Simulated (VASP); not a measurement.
# Ta (P6_3/mmc) in VASP: single point with r2SCAN

Aim: the single point of Ta with r2SCAN.

Program: VASP 6.6.1. These are calculated values, not measurements. Logs are shortened: lines on timing, memory, paths and dates and some standing lists are left out, and cuts for length are marked.

## 1. The cell of the first run

It takes space group P6_3/mmc (No. 194, hexagonal). The conventional cell has a = 2.886 Å, b = 2.886 Å, c = 5.140 Å, α = 90.00°, β = 90.00°, γ = 120.00°. Ta (site symmetry -6m2) has 12 Ta at 2.89 to 3.06 Å within 3.8 Å.

## 2. Single point, r2SCAN

File POSCAR:

```
Ta
1.0
    2.8857377171      0.0000028722      0.0000000000
   -1.4428713459      2.4991207356      0.0000000000
    0.0000000000      0.0000000000      5.1402002805
Ta
2
Direct
    0.6666666667      0.3333333333      0.7500000000
    0.3333333333      0.6666666667      0.2500000000
```

File INCAR.step1:

```
ALGO     = Normal         # electronic algorithm
EDIFF    = 1E-4           # SCF threshold, eV
ENCUT    = 520            # plane-wave cutoff, eV
GGA      = PE             # functional
ISMEAR   = -1             # smearing method
LASPH    = T              # aspherical terms in the spheres
LCHARG   = F              # write CHGCAR
LREAL    = F              # projectors in reciprocal space
LWAVE    = T              # write WAVECAR
NBANDS   = 18             # bands
NELM     = 80             # most SCF steps
PREC     = Accurate       # precision mode
SIGMA    = 0.15           # smearing width, eV
```

File INCAR.step2:

```
ALGO     = Normal         # electronic algorithm
EDIFF    = 1E-6           # SCF threshold, eV
ENCUT    = 520            # plane-wave cutoff, eV
ISIF     = 2              # what is computed and relaxed
ISMEAR   = -1             # smearing method
ISTART   = 1            
LASPH    = T              # aspherical terms in the spheres
LCHARG   = F              # write CHGCAR
LMIXTAU  = T            
LREAL    = F              # projectors in reciprocal space
LWAVE    = F              # write WAVECAR
METAGGA  = R2SCAN         # meta-GGA
NBANDS   = 18             # bands
NELM     = 80             # most SCF steps
PREC     = Accurate       # precision mode
SIGMA    = 0.15           # smearing width, eV
```

File KPOINTS:

```
k-points
0
Gamma
  11 11 6
```

Potentials or basis: VASP PAW PBE potentials, release 64 (Ta_pv).

Started as:

```bash
> cat potpaw_PBE.64/Ta_pv/POTCAR > POTCAR
> cp INCAR.step1 INCAR
> mpirun -np 1 vasp_std > vasp.out
> cp INCAR.step2 INCAR
> mpirun -np 1 vasp_std > vasp.out
```

OUTCAR:

```text
EDIFF = 1E-6
   ENCUT = 520
   ISIF = 2
   ISMEAR = -1
   ISTART = 1
   LASPH = T
   LREAL = F
   METAGGA = R2SCAN
   NELM = 80
   PREC = Accurate

 ion  position               nearest neighbor table
   1  0.667  0.333  0.750-   2 3.06   2 3.06   2 3.06   2 3.06   2 3.06   2 3.06
   2  0.333  0.667  0.250-   1 3.06   1 3.06   1 3.06   1 3.06   1 3.06   1 3.06

  LATTYP: Found a hexagonal cell.
 ALAT       =     2.8857377171
 C/A-ratio  =     1.7812430596

  Lattice vectors:

 A1 = (   2.8857377171,   0.0000028722,   0.0000000000)
 A2 = (  -1.4428713459,   2.4991207356,   0.0000000000)
 A3 = (   0.0000000000,   0.0000000000,   5.1402002805)

Analysis of symmetry for initial positions (statically):
=====================================================================
 Subroutine PRICEL returns:
 Original cell was already a primitive cell.

 Routine SETGRP: Setting up the symmetry group for a
 hexagonal supercell.

 Subroutine GETGRP returns: Found 24 space group operations
 (whereof 12 operations were pure point group operations)
 out of a pool of 24 trial point group operations.

The static configuration has the point symmetry D_3d.
 The point group associated with its full space group is D_6h.

Analysis of symmetry for dynamics (positions and initial velocities):
=====================================================================
 Subroutine PRICEL returns:
 Original cell was already a primitive cell.

 Routine SETGRP: Setting up the symmetry group for a
 hexagonal supercell.

 Subroutine GETGRP returns: Found 24 space group operations
 (whereof 12 operations were pure point group operations)
 out of a pool of 24 trial point group operations.

The dynamic configuration has the point symmetry D_3d.
 The point group associated with its full space group is D_6h.

 Subroutine INISYM returns: Found 24 space group operations
 (whereof 12 operations are pure point group operations),
 and found     1 'primitive' translations

----------------------------------------------------------------------------------------

                                     Primitive cell

  volume of cell :      37.0702

  direct lattice vectors                    reciprocal lattice vectors
     2.885737717  0.000002872  0.000000000     0.346531641  0.200070596  0.000000000
    -1.442871346  2.499120736  0.000000000    -0.000000398  0.400140502  0.000000000
[... 76 lines left out ...]
   PREC   = accura    normal or accurate (medium, high low for compatibility)
   ISTART =      1    job   : 0-new  1-cont  2-samecut
   ICHARG =      0    charge: 1-file 2-atom 10-const
   ISPIN  =      1    spin polarized calculation?
   LNONCOLLINEAR =      F non collinear calculations
   LSORBIT =      F    spin-orbit coupling
   LASPH  =      T    aspherical Exc in radial PAW
   ENCUT  =  520.0 eV  38.22 Ry    6.18 a.u.   5.37  5.37  9.56*2*pi/ulx,y,z
   NELM   =     80;   NELMIN=  2; NELMDL=  0     # of ELM steps
   EDIFF  = 0.1E-05   stopping-criterion for ELM
   LREAL  =      F    real-space projection
   EDIFFG = 0.1E-04   stopping-criterion for IOM
   NSW    =      0    number of steps for IOM
   IBRION =     -1    ionic relax: 0-MD 1-quasi-New 2-CG
   NFREE  =      0    steps in history (QN), initial steepest desc. (CG)
   ISIF   =      2    stress and relaxation
   ISYM   =      2    0-nonsym 1-usesym 2-fastsym
   POTIM  = 0.5000    time-step for ionic-motion
   TEBEG  =    0.0;   TEEND  =   0.0 temperature during run
   PSTRESS=    0.0 pullay stress
   NELECT =      22.0000    total number of electrons
   NUPDOWN=      -1.0000    fix difference up-down
   EMIN   =  10.00;   EMAX   =-10.00  energy-range for DOS
   EFERMI =   0.00;   METHOD = LEGACY
   ISMEAR =    -1;   SIGMA  =   0.15  broadening in eV -4-tet -1-fermi 0-gaus
   EFERMI_NEDOS =   21; number of points for ismear=-14 and -15
   IALGO  =     38    algorithm
   IMIX   =      4    mixing-type and parameters
     AMIX     =   0.40;   BMIX     =  1.00
     AMIX_MAG =   1.60;   BMIX_MAG =  1.00
  volume/ion in A,a.u.               =      18.54       125.08
  Fermi-wavevector in a.u.,A,eV,Ry     =   1.375754  2.599799 25.751751  1.892700
  Thomas-Fermi vector in A             =   2.501061
   LORBIT       =      0    0 simple, 1 ext, 2 COOP (PROOUT), +10 PAW based schemes
   METAGGA = R2SCAN    functional components
   LHFCALC =     F    Hartree Fock is set to
   AEXX    =    0.0000 exact exchange contribution
   IVDW    =     0    specifies the selected vdW correction
   LEPSILON=     F    determine dielectric tensor
   LRPA    =     F    only Hartree local field effects (RPA)
 non-spin polarized calculation
  energy-cutoff  :      520.00
  volume of cell :       37.07
 maximum number of plane-waves:      1027
 NGX is ok and might be reduce to    24
   NGX = 11   NGY = 11   NGZ = 19

 number of electron      22.0000003 magnetization

 Free energy of the ion-electron system (eV)
  ---------------------------------------------------
  ext. energy  EPLUGINS =         0.00000000
  ---------------------------------------------------
  free energy    TOTEN  =       -96.65125752 eV

  energy without entropy =      -96.47417528  energy(sigma->0) =      -96.56271640

 E-fermi :   5.5599     XC(G=0): -13.5856

 val. band max:        5.5345490103   @ k =   0.1818   0.0909   0.3333
 cond. band min:       5.5871923009   @ k =   0.1818  -0.0000   0.0000
 fundamental gap:      0.0526432907
 Fermi energy:         5.5598818395

 k-point     1 :       0.0000    0.0000    0.0000
  band No.  band energies     occupation
      1     -30.2180      2.00000
      2     -29.3171      2.00000
      3     -29.1976      2.00000
      4     -29.1976      2.00000
      5     -29.1088      2.00000
      6     -29.1088      2.00000
[... 481 lines left out ...]
      5     -29.3302      2.00000
      6     -29.2487      2.00000
[... 10 lines left out ...]
     17      11.1020      0.00000
     18      13.0063      0.00000

 [... further k-points ...]
[... 5 lines left out ...]
  --------------------------------------------------------------------------------------
  -------------------------------------------------------------------------------------
  Total        0.1893260      0.1893260      0.0031172      0.0000000      0.0000000      0.0000000
  in kB        8.1826964      8.1826964      0.1347268      0.0000000      0.0000000      0.0000000
  external PRESSURE =       5.5000399 kB  Pullay stress =       0.0000000 kB

 VOLUME and BASIS-vectors are now :
 -----------------------------------------------------------------------------
  energy-cutoff  :      520.00
  volume of cell :       37.07
      direct lattice vectors                 reciprocal lattice vectors
     2.885737717  0.000002872  0.000000000     0.346531641  0.200070596  0.000000000
    -1.442871346  2.499120736  0.000000000    -0.000000398  0.400140502  0.000000000
     0.000000000  0.000000000  5.140200281     0.000000000  0.000000000  0.194544949

 POSITION                                       TOTAL-FORCE (eV/Angst)
 -----------------------------------------------------------------------------------
      1.44287      0.83304      3.85515        -0.000000      0.000000      0.000000
     -0.00000      1.66608      1.28505         0.000000     -0.000000      0.000000
 -----------------------------------------------------------------------------------
    total drift:                               -0.000000      0.000000     -0.000000

  FREE ENERGIE OF THE ION-ELECTRON SYSTEM (eV)
  ---------------------------------------------------
  free  energy   TOTEN  =       -96.6512575152 eV

  energy  without entropy=      -96.4741752752  energy(sigma->0) =      -96.56271640
```

OUTCAR.step1:

```text
EDIFF = 1E-4
   ENCUT = 520
   GGA = PE
   ISMEAR = -1
   LASPH = T
   LREAL = F
[... 726 lines left out ...]
 -----------------------------------------------------------------------------------
      1.44287      0.83304      3.85515         0.000000     -0.000000      0.000000
     -0.00000      1.66608      1.28505        -0.000000      0.000000      0.000000
 -----------------------------------------------------------------------------------
    total drift:                               -0.000000      0.000000     -0.000000

  FREE ENERGIE OF THE ION-ELECTRON SYSTEM (eV)
  ---------------------------------------------------
  free  energy   TOTEN  =       -23.1628131933 eV

  energy  without entropy=      -22.9776089127  energy(sigma->0) =      -23.07021105
```

Run time: 1.8 min. Hardware: 1 thread of Intel Xeon 6975P-C, shared host; peak memory 0.19 GiB.

What came out:

- Free energy: -96.6513 eV
- Pressure: 0.6 GPa
- Band gap on the k mesh: zero (band 11 reaches 6.92 eV, above the bottom of band 12 at 4.77 eV)

Stress tensor (GPa, compression positive):
```
0.82 0.00 0.00
0.00 0.82 0.00
0.00 0.00 0.01
```

Levels at points of the mesh, in eV from the Fermi level:
```csv
k point,band 7,band 8,band 9,band 10,band 11,band 12,band 13,band 14,band 15,band 16
"(0.00, 0.00, 0.00)",-8.67,-5.20,-0.60,-0.31,0.70,0.70,1.30,1.30,3.31,3.31
"(0.00, 0.00, 0.50)",-6.73,-6.73,-1.31,-1.31,0.76,0.76,0.76,0.76,4.81,4.81
```

Caveat: the PAW data sets were made with another functional, which shifts forces and pressure a little; spin-orbit coupling is left out, which moves the levels of the heavy elements.
